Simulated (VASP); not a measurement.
# SiC in VASP: further runs

The runs below take SiC through single point, with PBE, r2SCAN.

All numbers are computed with VASP 6.6.1; they aren't measurements. Logs are shortened: lines on timing, memory, paths and dates and some standing lists are left out, and cuts for length are marked.

## Step 1: The cell of the first run

The structure is tetragonal, space group I-4m2 (No. 119). Conventional cell: a = 3.092 Å, b = 3.092 Å, c = 4.346 Å, α = 90.00°, β = 90.00°, γ = 90.00°. Within 2.5 Å of Si (site symmetry -4m2) lie 4 C at 1.89 Å. C (site symmetry -4m2) has 4 Si at 1.89 Å within 2.5 Å.

## Step 2: Single point, PBE (epitaxial xy strain +0.4%)

The input, INCAR:

```
SYSTEM = SiC
PREC     = Accurate       ! precision mode
ENCUT    = 520            ! plane-wave cutoff, eV
EDIFF    = 1E-7           ! SCF threshold, eV
ISMEAR   = -1             ! smearing method
SIGMA    = 0.02           ! smearing width, eV
LREAL    = .FALSE.        ! projectors in reciprocal space
LASPH    = .TRUE.         ! aspherical terms in the spheres
NELM     = 100            ! most SCF steps
ALGO     = Normal         ! electronic algorithm
ISIF     = 2              ! what is computed and relaxed
LWAVE    = .FALSE.        ! write WAVECAR
LCHARG   = .FALSE.        ! write CHGCAR
GGA      = PE             ! functional
NBANDS   = 11             ! bands
```

The input, KPOINTS:

```
regular mesh
0
G
  10 10 10
  0 0 0
```

The input, POSCAR:

```
SiC
1.0
    0.0000000000      2.1861111413      2.1729972894
    2.1861111413      0.0000000000      2.1729972894
    2.1861111413      2.1861111413      0.0000000000
Si C
1 1
Direct
    0.0000000000      0.0000000000      0.0000000000
    0.2500000000      0.2500000000      0.2500000000
```

Potentials or basis: VASP PAW PBE potentials, release 64 (Si, C).

The run is started by

```
> cat potpaw_PBE.64/Si/POTCAR potpaw_PBE.64/C/POTCAR > POTCAR
> mpirun -np 1 vasp_std > vasp.out
```

OUTCAR:

```text
SYSTEM = SiC
   PREC = Accurate
   ENCUT = 520
   EDIFF = 1E-7
   ISMEAR = -1
   LREAL = .FALSE.
   LASPH = .TRUE.
   NELM = 100
   ISIF = 2
   GGA = PE

 ion  position               nearest neighbor table
   1  0.000  0.000  0.000-   2 1.89   2 1.89   2 1.89   2 1.89
   2  0.250  0.250  0.250-   1 1.89   1 1.89   1 1.89   1 1.89

  LATTYP: Found a body centered tetragonal cell.
 ALAT       =     3.0916280249
 C/A-ratio  =     1.4057301020

  Lattice vectors:

 A1 = (   0.0000000000,  -2.1861111413,  -2.1729972894)
 A2 = (   0.0000000000,   2.1861111413,  -2.1729972894)
 A3 = (   2.1861111413,   0.0000000000,   2.1729972894)

Analysis of symmetry for initial positions (statically):
=====================================================================
 Subroutine PRICEL returns:
 Original cell was already a primitive cell.

 Routine SETGRP: Setting up the symmetry group for a
 body centered tetragonal supercell.

 Subroutine GETGRP returns: Found  8 space group operations
 (whereof  8 operations were pure point group operations)
 out of a pool of 16 trial point group operations.

The static configuration has the point symmetry D_2d.

Analysis of symmetry for dynamics (positions and initial velocities):
=====================================================================
 Subroutine PRICEL returns:
 Original cell was already a primitive cell.

 Routine SETGRP: Setting up the symmetry group for a
 body centered tetragonal supercell.

 Subroutine GETGRP returns: Found  8 space group operations
 (whereof  8 operations were pure point group operations)
 out of a pool of 16 trial point group operations.

The dynamic configuration has the point symmetry D_2d.

 Subroutine INISYM returns: Found  8 space group operations
 (whereof  8 operations are pure point group operations),
 and found     1 'primitive' translations

----------------------------------------------------------------------------------------

                                     Primitive cell

  volume of cell :      20.7699

  direct lattice vectors                    reciprocal lattice vectors
     0.000000000  2.186111141  2.172997289    -0.228716642  0.228716642  0.230096928
     2.186111141  0.000000000  2.172997289     0.228716642 -0.228716642  0.230096928
     2.186111141  2.186111141  0.000000000     0.228716642  0.228716642 -0.230096928

  length of vectors
     3.082369079  3.082369079  3.091628025     0.396947353  0.396947353  0.396947353

[... 80 lines left out ...]
   EDIFF  = 0.1E-06   stopping-criterion for ELM
   LREAL  =      F    real-space projection
   EDIFFG = 0.1E-05   stopping-criterion for IOM
   NSW    =      0    number of steps for IOM
   IBRION =     -1    ionic relax: 0-MD 1-quasi-New 2-CG
   NFREE  =      0    steps in history (QN), initial steepest desc. (CG)
   ISIF   =      2    stress and relaxation
   ISYM   =      2    0-nonsym 1-usesym 2-fastsym
   POTIM  = 0.5000    time-step for ionic-motion
   TEBEG  =    0.0;   TEEND  =   0.0 temperature during run
   PSTRESS=    0.0 pullay stress
   NELECT =       8.0000    total number of electrons
   NUPDOWN=      -1.0000    fix difference up-down
   EMIN   =  10.00;   EMAX   =-10.00  energy-range for DOS
   EFERMI =   0.00;   METHOD = LEGACY
   ISMEAR =    -1;   SIGMA  =   0.02  broadening in eV -4-tet -1-fermi 0-gaus
   EFERMI_NEDOS =   21; number of points for ismear=-14 and -15
   IALGO  =     38    algorithm
   IMIX   =      4    mixing-type and parameters
     AMIX     =   0.40;   BMIX     =  1.00
     AMIX_MAG =   1.60;   BMIX_MAG =  1.00
  volume/ion in A,a.u.               =      10.38        70.08
  Fermi-wavevector in a.u.,A,eV,Ry     =   1.191133  2.250915 19.303918  1.418798
  Thomas-Fermi vector in A             =   2.327202
   LORBIT       =      0    0 simple, 1 ext, 2 COOP (PROOUT), +10 PAW based schemes
   GGA     = PE    functional components
   LHFCALC =     F    Hartree Fock is set to
   AEXX    =    0.0000 exact exchange contribution
   IVDW    =     0    specifies the selected vdW correction
   LEPSILON=     F    determine dielectric tensor
   LRPA    =     F    only Hartree local field effects (RPA)
 non-spin polarized calculation
  energy-cutoff  :      520.00
  volume of cell :       20.77
 maximum number of plane-waves:       572
   NGX = 11   NGY = 11   NGZ = 11

 number of electron       8.0000001 magnetization

 Free energy of the ion-electron system (eV)
  ---------------------------------------------------
  ext. energy  EPLUGINS =         0.00000000
  ---------------------------------------------------
  free energy    TOTEN  =       -15.05869782 eV

  energy without entropy =      -15.05869782  energy(sigma->0) =      -15.05869782

 E-fermi :   8.4866     XC(G=0): -11.3398

 val. band max:        8.0919304690   @ k =   0.0000   0.0000   0.0000
 cond. band min:       9.3893117330   @ k =   0.5000   0.5000   0.0000
 fundamental gap:      1.2973812640
 Fermi energy:         8.4866448809

 k-point     1 :       0.0000    0.0000    0.0000
  band No.  band energies     occupation
      1      -7.3089      2.00000
      2       8.0515      2.00000
      3       8.0515      2.00000
      4       8.0919      2.00000
      5      14.2546      0.00000
      6      15.3355      0.00000
      7      15.3518      0.00000
      8      15.3518      0.00000
      9      22.4584      0.00000
     10      22.6390      0.00000
     11      24.4875      0.00000
[... 309 lines left out ...]
 k-point    24 :       0.4000    0.3000    0.0000
  band No.  band energies     occupation
      1      -4.1570      2.00000
      2       2.5199      2.00000
      3       4.9048      2.00000
      4       5.4077      2.00000
      5      10.9082      0.00000
      6      13.6133      0.00000
      7      19.6584      0.00000
      8      19.9403      0.00000
      9      21.8314      0.00000
     10      26.0728      0.00000
     11      29.2877      0.00000

 [... further k-points ...]
[... 5 lines left out ...]
  --------------------------------------------------------------------------------------
  -------------------------------------------------------------------------------------
  Total        0.2411934      0.2411934      0.4392350      0.0000000      0.0000000      0.0000000
  in kB       18.6055406     18.6055406     33.8823753      0.0000000      0.0000000      0.0000000
  external PRESSURE =      23.6978189 kB  Pullay stress =       0.0000000 kB

 VOLUME and BASIS-vectors are now :
 -----------------------------------------------------------------------------
  energy-cutoff  :      520.00
  volume of cell :       20.77
      direct lattice vectors                 reciprocal lattice vectors
     0.000000000  2.186111141  2.172997289    -0.228716642  0.228716642  0.230096928
     2.186111141  0.000000000  2.172997289     0.228716642 -0.228716642  0.230096928
     2.186111141  2.186111141  0.000000000     0.228716642  0.228716642 -0.230096928

 POSITION                                       TOTAL-FORCE (eV/Angst)
 -----------------------------------------------------------------------------------
      0.00000      0.00000      0.00000        -0.000000     -0.000000     -0.000000
      1.09306      1.09306      1.08650         0.000000      0.000000      0.000000
 -----------------------------------------------------------------------------------
    total drift:                                0.000000      0.000000      0.000000

  FREE ENERGIE OF THE ION-ELECTRON SYSTEM (eV)
  ---------------------------------------------------
  free  energy   TOTEN  =       -15.0586978173 eV

  energy  without entropy=      -15.0586978173  energy(sigma->0) =      -15.05869782
```

OSZICAR:

```text
N       E                     dE             d eps       ncg     rms          rms(c)
DAV:   1     0.336650673794E+01    0.33665E+01   -0.39510E+03  2348   0.608E+02
DAV:   2    -0.162921163273E+02   -0.19659E+02   -0.18462E+02  2780   0.109E+02
DAV:   3    -0.169008083789E+02   -0.60869E+00   -0.60746E+00  2774   0.159E+01
DAV:   4    -0.169031917998E+02   -0.23834E-02   -0.23833E-02  2589   0.126E+00
DAV:   5    -0.169032023397E+02   -0.10540E-04   -0.10540E-04  2762   0.776E-02    0.877E+00
DAV:   6    -0.151144554628E+02    0.17887E+01   -0.64856E+00  2511   0.114E+01    0.389E+00
DAV:   7    -0.150661887076E+02    0.48267E-01   -0.38098E-01  2682   0.353E+00    0.178E+00
DAV:   8    -0.150584845465E+02    0.77042E-02   -0.20317E-02  2550   0.948E-01    0.172E-01
DAV:   9    -0.150585837158E+02   -0.99169E-04   -0.16638E-03  2825   0.231E-01    0.113E-01
DAV:  10    -0.150586951124E+02   -0.11140E-03   -0.24305E-04  2544   0.945E-02    0.265E-02
DAV:  11    -0.150586973725E+02   -0.22601E-05   -0.43343E-05  2709   0.341E-02    0.698E-03
DAV:  12    -0.150586977931E+02   -0.42057E-06   -0.20265E-06  2604   0.846E-03    0.113E-03
DAV:  13    -0.150586978173E+02   -0.24252E-07   -0.10194E-07  2412   0.215E-03
   1 F= -.15058698E+02 E0= -.15058698E+02  d E =-.307638E-11
```

stdout:

```text
POSCAR found type information on POSCAR SiC
 POSCAR found :  2 types and       2 ions
 scaLAPACK will be used
 LDA part: xc-table for (Slater+PW92), standard interpolation
 POSCAR, INCAR and KPOINTS ok, starting setup
 FFT: planning ... GRIDC
 FFT: planning ... GRID_SOFT
 FFT: planning ... GRID
 WAVECAR not read
 entering main loop
```

It took 9.5 s on 1 thread of Intel Xeon 6975P-C, shared host; peak memory 0.14 GiB.

Results:

- Free energy: -15.0587 eV
- Pressure: 2.4 GPa
- Band gap on the k mesh: 1.30 eV, indirect (least direct gap 4.53 eV)

Levels at points of the mesh, in eV from the valence-band top:
| k point | band 2 | band 3 | band 4 | band 5 | band 6 | band 7 |
| --- | --- | --- | --- | --- | --- | --- |
| (0.00, 0.00, 0.00) | -0.04 | -0.04 | 0.00 | 6.16 | 7.24 | 7.26 |
| (0.50, 0.00, 0.00) | -8.54 | -1.11 | -1.04 | 5.37 | 7.14 | 7.23 |
| (0.50, 0.50, 0.00) | -7.76 | -3.25 | -3.25 | 1.30 | 4.21 | 13.95 |
| (0.50, 0.00, 0.50) | -7.83 | -3.19 | -3.18 | 1.35 | 4.32 | 13.88 |

Caveat: the cell differs from its parent crystal (epitaxial xy strain +0.4%).

## Step 3: Single point, PBE (strain along [111] -5.8%)

The input, INCAR:

```
SYSTEM = SiC
ALGO = Normal
EDIFF = 1E-7
ENCUT = 520
GGA = PE
ISIF = 2
ISMEAR = -1
LASPH = .TRUE.
LCHARG = .FALSE.
LREAL = .FALSE.
LWAVE = .FALSE.
NBANDS = 11
NELM = 60
PREC = Accurate
SIGMA = 0.02
```

The input, KPOINTS:

```
k-points
0
G
  10 10 10
  0 0 0
```

The input, POSCAR:

```
SiC
1.0
   -0.0845084311      2.0935439166      2.0935439166
    2.0935439166     -0.0845084311      2.0935439166
    2.0935439166      2.0935439166     -0.0845084311
Si C
1 1
Direct
   -0.0026072750     -0.0026072750     -0.0026072750
    0.2526072750      0.2526072750      0.2526072750
```

Potentials or basis: VASP PAW PBE potentials, release 64 (Si, C).

The run is started by

```
> cat potpaw_PBE.64/Si/POTCAR potpaw_PBE.64/C/POTCAR > POTCAR
> mpirun -np 1 vasp_std > vasp.out
```

Run time: 11 s. Hardware: 1 thread of Intel Xeon 6975P-C, shared host; peak memory 0.15 GiB.

It converged, with:

```yaml
Free_energy: -14.8990 eV
Pressure: 19.0 GPa
Largest_force: 0.068 eV/Å
Band_gap_on_the_k_mesh: 0.77 eV, indirect (least direct gap 4.09 eV)
```

Forces in eV/Å, atoms in the order of the input:
```
Si  -0.039 -0.039 -0.039
C    0.039  0.039  0.039
```

Stress tensor (GPa, compression positive):
```
18.96 10.65 10.65
10.65 18.96 10.65
10.65 10.65 18.96
```

Levels at points of the mesh, in eV from the valence-band top:
| k point | band 2 | band 3 | band 4 | band 5 | band 6 | band 7 |
| --- | --- | --- | --- | --- | --- | --- |
| (0.00, 0.00, 0.00) | -0.64 | -0.64 | 0.00 | 5.96 | 6.88 | 6.88 |
| (0.50, 0.00, 0.00) | -9.39 | -1.49 | -1.18 | 5.77 | 6.95 | 7.57 |
| (0.50, 0.50, 0.00) | -8.42 | -4.11 | -3.32 | 0.77 | 4.21 | 13.91 |
| (0.50, 0.50, 0.50) | -9.06 | -1.91 | -1.91 | 4.70 | 6.45 | 6.45 |

Caveat: the cell differs from its parent crystal (strain along [111] -5.8%). A k mesh can miss the band edges.

## Step 4: Single point, r2SCAN (epitaxial xy strain +0.4%)

The input, POSCAR:

```
SiC
1.0
    0.0000000000      2.1861111413      2.1729972894
    2.1861111413      0.0000000000      2.1729972894
    2.1861111413      2.1861111413      0.0000000000
Si C
1 1
Direct
    0.0000000000      0.0000000000      0.0000000000
    0.2500000000      0.2500000000      0.2500000000
```

The input, INCAR.step1:

```
  ALGO = Normal
  EDIFF = 1E-4
  ENCUT = 520
  GGA = PE
  ISMEAR = 0
  LASPH = T
  LCHARG = F
  LREAL = F
  LWAVE = T
  NBANDS = 11
  NELM = 60
  PREC = Accurate
  SIGMA = 0.01
```

The input, INCAR.step2:

```
  ALGO = Normal
  EDIFF = 1E-7
  ENCUT = 520
  ISIF = 2
  ISMEAR = 0
  ISTART = 1
  LASPH = T
  LCHARG = F
  LMIXTAU = T
  LREAL = F
  LWAVE = F
  METAGGA = R2SCAN
  NBANDS = 11
  NELM = 60
  PREC = Accurate
  SIGMA = 0.01
```

The input, KPOINTS:

```
k-points
0
Gamma
  10 10 10
```

The run is started by

```
> cat potpaw_PBE.64/Si/POTCAR potpaw_PBE.64/C/POTCAR > POTCAR
> cp INCAR.step1 INCAR
> mpirun -np 1 vasp_std > vasp.out
> cp INCAR.step2 INCAR
> mpirun -np 1 vasp_std > vasp.out
```

It took 47 s on 1 thread of Intel Xeon 6975P-C, shared host; peak memory 0.15 GiB.

Results (log left out):

```
Free energy            : -19.3261 eV
Pressure               : -1.3 GPa
Band gap on the k mesh : 1.66 eV, indirect (least direct gap 5.05 eV)
```

Stress tensor (GPa, compression positive):
```
-1.84  0.00  0.00
 0.00 -1.84  0.00
 0.00  0.00 -0.18
```

Levels at points of the mesh, in eV from the valence-band top:
| k point | band 2 | band 3 | band 4 | band 5 | band 6 | band 7 |
| --- | --- | --- | --- | --- | --- | --- |
| (0.00, 0.00, 0.00) | -0.04 | -0.04 | 0.00 | 6.76 | 7.78 | 7.80 |
| (0.50, 0.00, 0.00) | -8.83 | -1.17 | -1.10 | 5.92 | 7.66 | 7.76 |
| (0.50, 0.50, 0.00) | -8.02 | -3.40 | -3.40 | 1.66 | 4.71 | 15.04 |
| (0.50, 0.00, 0.50) | -8.09 | -3.34 | -3.33 | 1.72 | 4.82 | 14.96 |

Caveat: the cell differs from its parent crystal (epitaxial xy strain +0.4%); the PAW data sets were made with another functional, which shifts forces and pressure a little. A k mesh can miss the band edges.

## Step 5: Single point, r2SCAN (strain along [111] -5.8%)

The input, POSCAR:

```
SiC
1.0
   -0.0845084311      2.0935439166      2.0935439166
    2.0935439166     -0.0845084311      2.0935439166
    2.0935439166      2.0935439166     -0.0845084311
Si C
1 1
Direct
   -0.0026072750     -0.0026072750     -0.0026072750
    0.2526072750      0.2526072750      0.2526072750
```

The input, INCAR.step1:

```
SYSTEM = SiC
PREC = Accurate
ENCUT = 520
ISMEAR = 0
SIGMA = 0.01
LREAL = .FALSE.
LASPH = .TRUE.
NELM = 80
NBANDS = 11
GGA = PE
ALGO = Normal
EDIFF = 1E-4
LWAVE = .TRUE.
LCHARG = .FALSE.
```

The input, INCAR.step2:

```
SYSTEM = SiC
PREC = Accurate
ENCUT = 520
EDIFF = 1E-6
ISMEAR = 0
SIGMA = 0.01
LREAL = .FALSE.
LASPH = .TRUE.
NELM = 80
ALGO = Normal
ISIF = 2
LWAVE = .FALSE.
LCHARG = .FALSE.
METAGGA = R2SCAN
LMIXTAU = .TRUE.
NBANDS = 11
ISTART = 1
```

The input, KPOINTS:

```
regular mesh
0
G
  10 10 10
  0 0 0
```

Potentials or basis: VASP PAW PBE potentials, release 64 (Si, C).

The run is started by

```
> cat potpaw_PBE.64/Si/POTCAR potpaw_PBE.64/C/POTCAR > POTCAR
> cp INCAR.step1 INCAR
> mpirun -np 1 vasp_std > vasp.out
> cp INCAR.step2 INCAR
> mpirun -np 1 vasp_std > vasp.out
```

OUTCAR:

```text
SYSTEM = SiC
   PREC = Accurate
   ENCUT = 520
   EDIFF = 1E-6
   ISMEAR = 0
   LREAL = .FALSE.
   LASPH = .TRUE.
   NELM = 80
   ISIF = 2
   METAGGA = R2SCAN
   ISTART = 1

 ion  position               nearest neighbor table
   1  0.997  0.997  0.997-   2 1.81   2 1.86   2 1.86   2 1.86
   2  0.253  0.253  0.253-   1 1.81   1 1.86   1 1.86   1 1.86

  LATTYP: Found a trigonal (rhomboedric) cell.
 ALAT       =     2.9619240261
 COS(alpha) =     0.4592596252

  Lattice vectors:

 A1 = (  -0.0845084311,   2.0935439166,   2.0935439166)
 A2 = (   2.0935439166,  -0.0845084311,   2.0935439166)
[... 514 lines left out ...]
      7      21.5360      0.00000
      8      22.3605      0.00000
      9      24.3886      0.00000
     10      28.5382      0.00000
     11      31.8381      0.00000

 [... further k-points ...]
[... 5 lines left out ...]
  --------------------------------------------------------------------------------------
  -------------------------------------------------------------------------------------
  Total        1.8694558      1.8694558      1.8694558      1.3605102      1.3605102      1.3605102
  in kB      153.8977080    153.8977080    153.8977080    112.0001891    112.0001891    112.0001891
  external PRESSURE =     153.8977080 kB  Pullay stress =       0.0000000 kB

 VOLUME and BASIS-vectors are now :
 -----------------------------------------------------------------------------
  energy-cutoff  :      520.00
  volume of cell :       19.46
      direct lattice vectors                 reciprocal lattice vectors
    -0.084508431  2.093543917  2.093543917    -0.224834162  0.234291626  0.234291626
     2.093543917 -0.084508431  2.093543917     0.234291626 -0.224834162  0.234291626
     2.093543917  2.093543917 -0.084508431     0.234291626  0.234291626 -0.224834162

 POSITION                                       TOTAL-FORCE (eV/Angst)
 -----------------------------------------------------------------------------------
      4.09188      4.09188      4.09188         0.003834      0.003834      0.003834
      1.03634      1.03634      1.03634        -0.003834     -0.003834     -0.003834
 -----------------------------------------------------------------------------------
    total drift:                               -0.000179     -0.000179     -0.000179

  FREE ENERGIE OF THE ION-ELECTRON SYSTEM (eV)
  ---------------------------------------------------
  free  energy   TOTEN  =       -19.1904746041 eV

  energy  without entropy=      -19.1904746041  energy(sigma->0) =      -19.19047460
```

OUTCAR.step1:

```text
SYSTEM = SiC
   PREC = Accurate
   ENCUT = 520
   ISMEAR = 0
   LREAL = .FALSE.
   LASPH = .TRUE.
[... 559 lines left out ...]
      4.09188      4.09188      4.09188        -0.037659     -0.037659     -0.037659
      1.03634      1.03634      1.03634         0.037659      0.037659      0.037659
 -----------------------------------------------------------------------------------
    total drift:                               -0.002887     -0.002887     -0.002887

  FREE ENERGIE OF THE ION-ELECTRON SYSTEM (eV)
  ---------------------------------------------------
  free  energy   TOTEN  =       -14.8989829073 eV

  energy  without entropy=      -14.8989829073  energy(sigma->0) =      -14.89898291
```

It took 42 s on 1 thread of Intel Xeon 6975P-C, shared host; peak memory 0.15 GiB.

Results:

```
Free energy            : -19.1905 eV
Pressure               : 15.4 GPa
Largest force          : 0.007 eV/Å
Band gap on the k mesh : 1.13 eV, indirect (least direct gap 4.60 eV)
```

Forces on the atoms (eV/Å):
```
Si   0.004  0.004  0.004
C   -0.004 -0.004 -0.004
```

Stress tensor (GPa, compression positive):
```
15.39 11.20 11.20
11.20 15.39 11.20
11.20 11.20 15.39
```

Caveat: the cell differs from its parent crystal (strain along [111] -5.8%); the PAW data sets were made with another functional, which shifts forces and pressure a little.

## Step 6: Summary

| level | cell | smearing | gap on the mesh (eV) | pressure (GPa) | largest force (eV/Å) |
| --- | --- | --- | --- | --- | --- |
| PBE | a = 3.082, b = 3.082, c = 3.092 Å, angles 59.9, 59.9, 60.2°, 2 atoms | fermi-dirac 0.02 eV | 1.30 | 2.4 | - |
| PBE | a = 2.962 Å, angles 62.7°, 2 atoms | fermi-dirac 0.02 eV | 0.77 | 19.0 | 0.07 |
| r2SCAN | a = 3.082, b = 3.082, c = 3.092 Å, angles 59.9, 59.9, 60.2°, 2 atoms | gaussian 0.01 eV | 1.66 | -1.3 | - |
| r2SCAN | a = 2.962 Å, angles 62.7°, 2 atoms | gaussian 0.01 eV | 1.13 | 15.4 | 0.01 |

Alike in all rows: task single point; potentials or basis VASP PAW PBE potentials, release 64 (Si, C); no spin polarisation; k mesh 10 × 10 × 10; cutoff (eV) 520.

Caveats: the PAW data sets were made with another functional, which shifts forces and pressure a little (some runs).

Absolute energies hang on the potentials; compare differences alone.
